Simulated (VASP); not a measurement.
The system is Zn.

```xyz
4
Lattice="2.6141 -1.7277 0.0000 2.6141 1.7277 0.0000 0.0000 0.0000 7.0477" Properties=species:S:1:pos:R:3 pbc="T T T"
Zn    2.6141   -1.2094    0.8246
Zn    2.6141   -0.5183    4.3484
Zn    2.6141    1.2094    6.2231
Zn    2.6141    0.5183    2.6993
```

```yaml
Program: VASP 6.6.1
Task: relaxation of cell and atoms
Functional: PBE
Potentials_or_basis: VASP PAW PBE potentials, release 64 (Zn)
Cutoff: 600 eV
k_mesh: 6 × 6 × 4
Occupations: gaussian, width 0.1 eV
Spin: no spin polarisation
```

At the start: pressure 22.4 GPa; volume 15.91 Å³/atom.

Task: Where does the relaxation end?

Result: Over 25 steps the energy falls by 776.3 meV/atom and the volume is 15.85 Å³/atom (-0.4 %); space group Cmce (No. 64, to 0.05 Å).

Step by step:
| step | energy change (eV) | largest force (eV/Å) | pressure (GPa) | volume (Å³) |
| --- | --- | --- | --- | --- |
| 1 | 0.0000 | 6.5837 | 22.43 | 63.66 |
| 2 | -1.8122 | 0.7391 | -4.18 | 85.41 |
| 3 | -2.3895 | 0.4039 | -1.76 | 73.78 |
| 4 | -2.3917 | 0.3863 | -1.61 | 73.57 |
| 5 | -2.3938 | 0.3530 | -1.35 | 73.14 |
| 6 | -2.4705 | 0.3265 | -1.47 | 71.83 |
| 7 | -2.6816 | 0.2338 | -1.74 | 67.75 |
| 8 | -2.9093 | 0.2885 | 4.41 | 59.01 |
| 9 | -2.9333 | 0.2206 | 1.90 | 61.09 |
| 10 | -2.9339 | 0.2468 | 2.49 | 60.32 |
| 11 | -2.9971 | 0.0776 | -0.12 | 63.32 |
| 12 | -2.8507 | 0.0056 | -4.18 | 71.81 |
| 13 | -3.0642 | 0.0313 | -2.23 | 65.67 |
| 14 | -3.0528 | 0.0140 | -2.99 | 67.65 |
| 15 | -3.0695 | 0.0236 | -2.62 | 66.33 |
| 16 | -3.0633 | 0.0164 | -1.78 | 66.23 |
| 17 | -3.0776 | 0.0186 | -2.27 | 66.30 |
| 18 | -3.0953 | 0.0229 | -0.84 | 64.86 |
| 19 | -3.0992 | 0.0247 | -0.83 | 64.33 |
| 20 | -3.1025 | 0.0287 | 0.18 | 63.28 |
| 21 | -3.1039 | 0.0286 | 0.31 | 63.31 |
| 22 | -3.1044 | 0.0285 | 0.18 | 63.35 |
| 23 | -3.1047 | 0.0271 | -0.32 | 63.53 |
| 24 | -3.1047 | 0.0273 | -0.23 | 63.51 |
| 25 | -3.1051 | 0.0266 | -0.24 | 63.41 |

Final structure:
```
CELL_PARAMETERS angstrom
2.09258 -1.53893 0.00000
2.09258 1.53893 0.00000
0.00000 0.00000 9.84507
ATOMIC_POSITIONS crystal
Zn 0.77413 0.22587 0.12537
Zn 0.72587 0.27413 0.62537
Zn 0.22587 0.77413 0.87463
Zn 0.27413 0.72587 0.37463
```

Caveat: the k points lie up to 0.42 Å⁻¹ apart in the final cell.
